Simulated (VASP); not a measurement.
A run of VASP 6.6.1 is set up as follows.

File INCAR:

```
SYSTEM = GaAs
PREC     = Accurate       ! precision mode
ENCUT    = 500            ! plane-wave cutoff, eV
EDIFF    = 1E-6           ! SCF threshold, eV
ISMEAR   = 1              ! smearing method
SIGMA    = 0.1            ! smearing width, eV
LREAL    = .FALSE.        ! projectors in reciprocal space
LASPH    = .TRUE.         ! aspherical terms in the spheres
NELM     = 120            ! most SCF steps
ALGO     = Normal         ! electronic algorithm
ISIF     = 2              ! what is computed and relaxed
LWAVE    = .FALSE.        ! write WAVECAR
LCHARG   = .FALSE.        ! write CHGCAR
GGA      = LIBXC          ! functional
LIBXC1   = GGA_X_PBE    
LIBXC2   = GGA_C_LYP    
NBANDS   = 16             ! bands
GGA_COMPAT= .FALSE.
```

Contents of KPOINTS:

```
Automatic mesh
0
G
  8 8 8
  0 0 0
```

File POSCAR:

```
GaAs
1.0
    0.0000000000      2.8455714065      2.8455714065
    2.8455714065      0.0000000000      2.8455714065
    2.8455714065      2.8455714065      0.0000000000
As Ga
1 1
Direct
    0.7500000000      0.7500000000      0.7500000000
    0.0000000000      0.0000000000      0.0000000000
```

Potentials or basis: VASP PAW PBE potentials, release 64 (As, Ga_d).

Launch:

```console
$ cat potpaw_PBE.64/As/POTCAR potpaw_PBE.64/Ga_d/POTCAR > POTCAR
$ mpirun -np 1 vasp_std > vasp.out
```

(1) Predict the pressure.

(2) What does it give for the band gap on the k mesh?

## Answers

(1) 5.8 GPa.

(2) 0.22 eV.

Caveat: the cell stands under pressure; the PAW data sets were made with another functional, which shifts forces and pressure a little.
